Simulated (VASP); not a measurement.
Here is a VASP 6.6.1 calculation.

INCAR

```
  PREC = Accurate
  ENCUT = 600
  EDIFF = 1E-6
  ISMEAR = -1
  SIGMA = 0.05
  LREAL = F
  LASPH = T
  NELM = 60
  ALGO = Normal
  ISIF = 3
  LWAVE = F
  LCHARG = F
  GGA = PS
  IBRION = 2
  NSW = 60
  EDIFFG = -0.01
  PSTRESS = 20.0
```

The input KPOINTS:

```
Automatic mesh
0
Gamma
  7 7 7
```

POSCAR

```
KMgF3
1.0
    3.9859000000      0.0000000000      0.0000000000
    0.0000000000      3.9859000000      0.0000000000
    0.0000000000      0.0000000000      3.9859000000
K Mg F
1 1 3
Direct
    0.5000000000      0.5000000000      0.5000000000
    0.0000000000      0.0000000000      0.0000000000
    0.0000000000      0.0000000000      0.5000000000
    0.0000000000      0.5000000000      0.0000000000
    0.5000000000      0.0000000000      0.0000000000
```

Potentials or basis: VASP PAW PBE potentials, release 64 (K_sv, Mg, F).

Run with:

```bash
$ cat potpaw_PBE.64/K_sv/POTCAR potpaw_PBE.64/Mg/POTCAR potpaw_PBE.64/F/POTCAR > POTCAR
$ mpirun -np 1 vasp_std > vasp.out
```

Q: Predict the relaxed cell.

A: a = 3.949 Å, b = 3.949 Å, c = 3.949 Å, α = 90.00°, β = 90.00°, γ = 90.00°.

Q: What does it give for the relaxed volume?

A: 12.32 Å³/atom.

Q: What does it give for the band gap on the k mesh?

A: 7.37 eV (least direct gap 7.66 eV).

Final structure:
```
CELL_PARAMETERS angstrom
3.94918 0.00000 0.00000
0.00000 3.94918 0.00000
0.00000 0.00000 3.94918
ATOMIC_POSITIONS crystal
K 0.50000 0.50000 0.50000
Mg 0.00000 0.00000 0.00000
F 0.00000 0.00000 0.50000
F 0.00000 0.50000 0.00000
F 0.50000 0.00000 0.00000
```

Caveat: the cell is relaxed towards a set pressure, so the run minimises the enthalpy, not the energy; the PAW data sets were made with another functional, which shifts forces and pressure a little; an odd mesh through Γ misses points on the zone boundary, where band edges can lie.
